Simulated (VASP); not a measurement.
# Ag3O (P-31m) in VASP: further runs

Ag3O is run at these levels: LDA, PBEsol, r2SCAN; tasks: single point.

Program: VASP 6.6.1. These are calculated values, not measurements. Logs are shortened: lines on timing, memory, paths and dates and some standing lists are left out, and cuts for length are marked.

**1. The cell of the first run**

It takes space group P-31m (No. 162, trigonal). The conventional cell has a = 5.148 Å, b = 5.148 Å, c = 4.950 Å, α = 90.00°, β = 90.00°, γ = 120.00°. Ag (site symmetry m) has 2 O at 2.25 Å and 9 Ag at 2.69 to 3.06 Å within 3.1 Å. Within 3.0 Å of O (site symmetry 32) lie 6 Ag at 2.25 Å and 3 O at 2.97 Å.

**2. Single point, LDA**

Contents of INCAR:

```
PREC = Accurate ; ENCUT = 520
EDIFF = 1E-6 ; ISMEAR = -1
SIGMA = 0.1 ; LREAL = F
LASPH = T ; NELM = 80
ALGO = Normal ; ISIF = 2
LWAVE = F ; LCHARG = T
LELF = T ; LVHAR = T
NBANDS = 49
```

Contents of KPOINTS:

```
Automatic mesh
0
Gamma
  7 7 6
```

Contents of POSCAR:

```
Ag3O
1.0
    5.1479586242      0.0000000000      0.0000000000
   -2.5739793121      4.4582629462      0.0000000000
    0.0000000000      0.0000000000      4.9500301932
Ag O
6 2
Direct
    0.3145335652      0.0000000000      0.2171875536
    0.0000000000      0.3145335652      0.2171875536
    0.6854664348      0.6854664348      0.2171875536
    0.0000000000      0.6854664348      0.7828124464
    0.6854664348      0.0000000000      0.7828124464
    0.3145335652      0.3145335652      0.7828124464
    0.3333333333      0.6666666667      0.5000000000
    0.6666666667      0.3333333333      0.5000000000
```

Potentials or basis: VASP PAW LDA potentials, release 64 (Ag, O).

Started as:

```bash
> cat potpaw_LDA.64/Ag/POTCAR potpaw_LDA.64/O/POTCAR > POTCAR
> mpirun -np 1 vasp_std > vasp.out
```

OUTCAR:

```text
PREC = Accurate
   ENCUT = 520
   EDIFF = 1E-6
   ISMEAR = -1
   LREAL = F
   LASPH = T
   NELM = 80
   ISIF = 2

 ion  position               nearest neighbor table
   1  0.315  0.000  0.217-   7 2.25   8 2.25   4 2.69   6 2.69   2 2.80   3 2.80   5 2.88   2 3.06
                             3 3.06   2 3.06   3 3.06   6 3.23   4 3.23   5 3.39
   2  0.000  0.315  0.217-   8 2.25   7 2.25   6 2.69   5 2.69   1 2.80   3 2.80   4 2.88   1 3.06
                             3 3.06   3 3.06   1 3.06   6 3.23   5 3.23   4 3.39
   3  0.685  0.685  0.217-   7 2.25   8 2.25   4 2.69   5 2.69   1 2.80   2 2.80   6 2.88   1 3.06
                             2 3.06   2 3.06   1 3.06   4 3.23   5 3.23   6 3.39
   4  0.000  0.685  0.783-   7 2.25   8 2.25   3 2.69   1 2.69   5 2.80   6 2.80   2 2.88   5 3.06
                             6 3.06   6 3.06   5 3.06   3 3.23   1 3.23   2 3.39
   5  0.685  0.000  0.783-   8 2.25   7 2.25   2 2.69   3 2.69   6 2.80   4 2.80   1 2.88   6 3.06
                             4 3.06   6 3.06   4 3.06   2 3.23   3 3.23   1 3.39
   6  0.315  0.315  0.783-   8 2.25   7 2.25   2 2.69   1 2.69   5 2.80   4 2.80   3 2.88   5 3.06
                             4 3.06   4 3.06   5 3.06   2 3.23   1 3.23   3 3.39
   7  0.333  0.667  0.500-   4 2.25   1 2.25   5 2.25   2 2.25   3 2.25   6 2.25
   8  0.667  0.333  0.500-   2 2.25   5 2.25   1 2.25   4 2.25   6 2.25   3 2.25

  LATTYP: Found a hexagonal cell.
 ALAT       =     5.1479586242
 C/A-ratio  =     0.9615520548

  Lattice vectors:

 A1 = (   5.1479586242,   0.0000000000,   0.0000000000)
 A2 = (  -2.5739793121,   4.4582629462,   0.0000000000)
 A3 = (   0.0000000000,   0.0000000000,   4.9500301932)

Analysis of symmetry for initial positions (statically):
=====================================================================
 Subroutine PRICEL returns:
 Original cell was already a primitive cell.

 Routine SETGRP: Setting up the symmetry group for a
 hexagonal supercell.

 Subroutine GETGRP returns: Found 12 space group operations
 (whereof 12 operations were pure point group operations)
 out of a pool of 24 trial point group operations.

The static configuration has the point symmetry D_3d.

Analysis of symmetry for dynamics (positions and initial velocities):
=====================================================================
 Subroutine PRICEL returns:
 Original cell was already a primitive cell.

 Routine SETGRP: Setting up the symmetry group for a
 hexagonal supercell.

 Subroutine GETGRP returns: Found 12 space group operations
 (whereof 12 operations were pure point group operations)
 out of a pool of 24 trial point group operations.

The dynamic configuration has the point symmetry D_3d.

 Subroutine INISYM returns: Found 12 space group operations
 (whereof 12 operations are pure point group operations),
 and found     1 'primitive' translations

----------------------------------------------------------------------------------------

                                     Primitive cell

  volume of cell :     113.6079

  direct lattice vectors                    reciprocal lattice vectors
     5.147958624  0.000000000  0.000000000     0.194251756  0.112151303  0.000000000
    -2.573979312  4.458262946  0.000000000     0.000000000  0.224302607  0.000000000
     0.000000000  0.000000000  4.950030193     0.000000000  0.000000000  0.202018970

  length of vectors
     5.147958624  5.147958624  4.950030193     0.224302607  0.224302607  0.202018970

  position of ions in fractional coordinates (direct lattice)
     0.314533565  0.000000000  0.217187554
     0.000000000  0.314533565  0.217187554
     0.685466435  0.685466435  0.217187554
     0.000000000  0.685466435  0.782812446
     0.685466435  0.000000000  0.782812446
     0.314533565  0.314533565  0.782812446
     0.333333333  0.666666667  0.500000000
     0.666666667  0.333333333  0.500000000

  ion indices of the primitive-cell ions
   primitive index   ion index
                 1           1
                 2           2
                 3           3
                 4           4
                 5           5
                 6           6
                 7           7
                 8           8

----------------------------------------------------------------------------------------

 KPOINTS: Automatic mesh

Automatic generation of k-mesh.
 Grid dimensions read from file:
 generate k-points for:    7    7    6

 Generating k-lattice:

  Cartesian coordinates                     Fractional coordinates (reciprocal lattice)
     0.027750251  0.016021615  0.000000000     0.142857143 -0.000000000  0.000000000
     0.000000000  0.032043230  0.000000000     0.000000000  0.142857143  0.000000000
     0.000000000  0.000000000  0.033669828     0.000000000  0.000000000  0.166666667

  Length of vectors
     0.032043230  0.032043230  0.033669828

  Shift w.r.t. Gamma in fractional coordinates (k-lattice)
     0.000000000  0.000000000  0.000000000

 Subroutine IBZKPT returns following result:
 ===========================================

 Found     40 irreducible k-points:

 Following reciprocal coordinates:
            Coordinates               Weight
  0.000000  0.000000  0.000000      1.000000
  0.142857 -0.000000  0.000000      6.000000
  0.285714 -0.000000  0.000000      6.000000
  0.428571  0.000000  0.000000      6.000000
  0.142857  0.142857  0.000000      6.000000
  0.285714  0.142857  0.000000     12.000000
[... 16 lines left out ...]
  0.285714 -0.000000  0.333333     12.000000
  0.428571  0.000000  0.333333     12.000000
 [... further k-points ...]
   k-points           NKPTS =     40   k-points in BZ     NKDIM =     40   number of bands    NBANDS=     49
   number of dos      NEDOS =    301   number of ions     NIONS =      8
   total plane-waves  NPLWV =  64000
   dimension x,y,z NGX =    40 NGY =   40 NGZ =   40
   dimension x,y,z NGXF=    80 NGYF=   80 NGZF=   80
   ions per type =               6   2
   NGX,Y,Z   is equivalent  to a cutoff of  12.92, 12.92, 13.43 a.u.
   NGXF,Y,Z  is equivalent  to a cutoff of  25.83, 25.83, 26.87 a.u.
 SYSTEM =  unknown system
   PREC   = accura    normal or accurate (medium, high low for compatibility)
   ISTART =      0    job   : 0-new  1-cont  2-samecut
   ICHARG =      2    charge: 1-file 2-atom 10-const
   ISPIN  =      1    spin polarized calculation?
   LNONCOLLINEAR =      F non collinear calculations
   LSORBIT =      F    spin-orbit coupling
   LASPH  =      T    aspherical Exc in radial PAW
   ENCUT  =  520.0 eV  38.22 Ry    6.18 a.u.   9.57  9.57  9.20*2*pi/ulx,y,z
   NELM   =     80;   NELMIN=  2; NELMDL= -5     # of ELM steps
   EDIFF  = 0.1E-05   stopping-criterion for ELM
   LREAL  =      F    real-space projection
   EDIFFG = 0.1E-04   stopping-criterion for IOM
   NSW    =      0    number of steps for IOM
   IBRION =     -1    ionic relax: 0-MD 1-quasi-New 2-CG
   NFREE  =      0    steps in history (QN), initial steepest desc. (CG)
   ISIF   =      2    stress and relaxation
   ISYM   =      2    0-nonsym 1-usesym 2-fastsym
   POTIM  = 0.5000    time-step for ionic-motion
   TEBEG  =    0.0;   TEEND  =   0.0 temperature during run
   PSTRESS=    0.0 pullay stress
   NELECT =      78.0000    total number of electrons
   NUPDOWN=      -1.0000    fix difference up-down
   EMIN   =  10.00;   EMAX   =-10.00  energy-range for DOS
   EFERMI =   0.00;   METHOD = LEGACY
   ISMEAR =    -1;   SIGMA  =   0.10  broadening in eV -4-tet -1-fermi 0-gaus
   EFERMI_NEDOS =   21; number of points for ismear=-14 and -15
   IALGO  =     38    algorithm
   IMIX   =      4    mixing-type and parameters
     AMIX     =   0.40;   BMIX     =  1.00
     AMIX_MAG =   1.60;   BMIX_MAG =  1.00
  volume/ion in A,a.u.               =      14.20        95.83
  Fermi-wavevector in a.u.,A,eV,Ry     =   1.444232  2.729202 28.379098  2.085805
  Thomas-Fermi vector in A             =   2.562550
   LORBIT       =      0    0 simple, 1 ext, 2 COOP (PROOUT), +10 PAW based schemes
   GGA     = CA    functional components
   LHFCALC =     F    Hartree Fock is set to
   AEXX    =    0.0000 exact exchange contribution
   IVDW    =     0    specifies the selected vdW correction
   LEPSILON=     F    determine dielectric tensor
   LRPA    =     F    only Hartree local field effects (RPA)
 non-spin polarized calculation
  energy-cutoff  :      520.00
  volume of cell :      113.61
 maximum number of plane-waves:      3091
 NGX is ok and might be reduce to    40
   NGX = 19   NGY = 19   NGZ = 19

 number of electron      78.0000002 magnetization

 Free energy of the ion-electron system (eV)
  ---------------------------------------------------
  ext. energy  EPLUGINS =         0.00000000
  ---------------------------------------------------
  free energy    TOTEN  =       -34.57721680 eV

  energy without entropy =      -34.53095856  energy(sigma->0) =      -34.55408768

 E-fermi :   7.4946     XC(G=0): -12.7001

 val. band max:        7.4313332309   @ k =   0.0000   0.0000   0.5000
 cond. band min:       7.4958588329   @ k =  -0.1429  -0.4286   0.1667
 fundamental gap:      0.0645256020
 Fermi energy:         7.4945873030

 k-point     1 :       0.0000    0.0000    0.0000
  band No.  band energies     occupation
      1     -10.3382      2.00000
      2      -9.7775      2.00000
      3       0.8467      2.00000
      4       1.4947      2.00000
      5       1.5657      2.00000
      6       1.5657      2.00000
[... 41 lines left out ...]
     48      16.2715      0.00000
     49      16.2715      0.00000

 k-point     2 :       0.1429   -0.0000    0.0000
  band No.  band energies     occupation
      1     -10.3114      2.00000
      2      -9.8008      2.00000
      3       0.9457      2.00000
      4       1.4506      2.00000
      5       1.4865      2.00000
      6       1.5707      2.00000
[... 1136 lines left out ...]
 k-point    24 :       0.4286    0.0000    0.3333
  band No.  band energies     occupation
      1     -10.1498      2.00000
      2      -9.9423      2.00000
      3       0.9610      2.00000
      4       1.1881      2.00000
      5       1.4100      2.00000
      6       1.5681      2.00000
[... 41 lines left out ...]
     48      17.0832      0.00000
     49      17.6356      0.00000

 [... further k-points ...]

------------------------ aborting loop because EDIFF is reached ----------------------------------------

  FORCE on cell =-STRESS in cart. coord.  units (eV):
  Direction    XX          YY          ZZ          XY          YZ          ZX
  --------------------------------------------------------------------------------------
  -------------------------------------------------------------------------------------
  Total        0.0301649      0.0301649      0.0037289      0.0000000      0.0000000      0.0000000
  in kB        0.4254068      0.4254068      0.0525882      0.0000000      0.0000000      0.0000000
  external PRESSURE =       0.3011339 kB  Pullay stress =       0.0000000 kB

 VOLUME and BASIS-vectors are now :
 -----------------------------------------------------------------------------
  energy-cutoff  :      520.00
  volume of cell :      113.61
      direct lattice vectors                 reciprocal lattice vectors
     5.147958624  0.000000000  0.000000000     0.194251756  0.112151303  0.000000000
    -2.573979312  4.458262946  0.000000000     0.000000000  0.224302607  0.000000000
     0.000000000  0.000000000  4.950030193     0.000000000  0.000000000  0.202018970

 POSITION                                       TOTAL-FORCE (eV/Angst)
 -----------------------------------------------------------------------------------
      1.61921      0.00000      1.07508         0.004282     -0.000000      0.009385
     -0.80960      1.40227      1.07508        -0.002141      0.003708      0.009385
      1.76438      3.05599      1.07508        -0.002141     -0.003708      0.009385
     -1.76438      3.05599      3.87495         0.002141     -0.003708     -0.009385
      3.52875      0.00000      3.87495        -0.004282      0.000000     -0.009385
      0.80960      1.40227      3.87495         0.002141      0.003708     -0.009385
     -0.00000      2.97218      2.47502         0.000000      0.000000     -0.000000
      2.57398      1.48609      2.47502         0.000000     -0.000000     -0.000000
 -----------------------------------------------------------------------------------
    total drift:                                0.000000     -0.000000      0.000000

  FREE ENERGIE OF THE ION-ELECTRON SYSTEM (eV)
  ---------------------------------------------------
  free  energy   TOTEN  =       -34.5772168019 eV

  energy  without entropy=      -34.5309585584  energy(sigma->0) =      -34.55408768
```

Wall time 4.2 min (1 thread of Intel Xeon 8259CL, shared host); peak memory 0.3 GiB.

What came out:

```
Free energy            : -34.5772 eV
Pressure               : 0.0 GPa
Largest force          : 0.010 eV/Å
Band gap on the k mesh : zero (bands 39 and 40 overlap by 0.53 eV)
```

Forces on the atoms (eV/Å):
```
Ag   0.004  0.000  0.009
Ag  -0.002  0.004  0.009
Ag  -0.002 -0.004  0.009
Ag   0.002 -0.004 -0.009
Ag  -0.004  0.000 -0.009
Ag   0.002  0.004 -0.009
O    0.000  0.000  0.000
O    0.000  0.000  0.000
```

**3. Single point, PBEsol**

This run uses another cell than the first one, of 14.78 Å³/atom.

Contents of INCAR:

```
  PREC = Accurate
  ENCUT = 520
  EDIFF = 1E-6
  ISMEAR = -1
  SIGMA = 0.1
  LREAL = False
  LASPH = True
  NELM = 60
  ALGO = Normal
  ISIF = 2
  LWAVE = False
  LCHARG = False
  GGA = PS
  NBANDS = 49
```

KPOINTS is that of step 2.

Contents of POSCAR:

```
Ag3O
1.0
    5.2251422764      0.0000000000      0.0000000000
   -2.6125711382      4.5251059497      0.0000000000
    0.0000000000      0.0000000000      5.0013860866
Ag O
6 2
Direct
    0.3141774171      0.0000000000      0.2178202306
    0.0000000000      0.3141774171      0.2178202306
    0.6858225829      0.6858225829      0.2178202306
    0.0000000000      0.6858225829      0.7821797694
    0.6858225829      0.0000000000      0.7821797694
    0.3141774171      0.3141774171      0.7821797694
    0.3333333333      0.6666666667      0.5000000000
    0.6666666667      0.3333333333      0.5000000000
```

Potentials or basis: VASP PAW PBE potentials, release 64 (Ag, O).

Started as:

```bash
> cat potpaw_PBE.64/Ag/POTCAR potpaw_PBE.64/O/POTCAR > POTCAR
> mpirun -np 1 vasp_std > vasp.out
```

Wall time 4 min (1 thread of Intel Xeon 8259CL, shared host); peak memory 0.34 GiB.

Results (log left out):

```yaml
Free_energy: -30.7727 eV
Pressure: -0.3 GPa
Band_gap_on_the_k_mesh: zero (bands 39 and 40 overlap by 0.47 eV)
```

Levels at points of the mesh, in eV from the Fermi level:
| k point | band 37 | band 38 | band 39 | band 40 | band 41 | band 42 |
| --- | --- | --- | --- | --- | --- | --- |
| (0.00, 0.00, 0.00) | -0.72 | -0.72 | 0.21 | 1.69 | 4.46 | 4.46 |
| (0.00, 0.00, 0.50) | -1.19 | -0.93 | -0.40 | -0.12 | 4.16 | 4.16 |

Caveat: the PAW data sets were made with another functional, which shifts forces and pressure a little.

[end of part 1 of 2]

The gap in the log of VASP goes by the Fermi energy; the results here count the filled bands.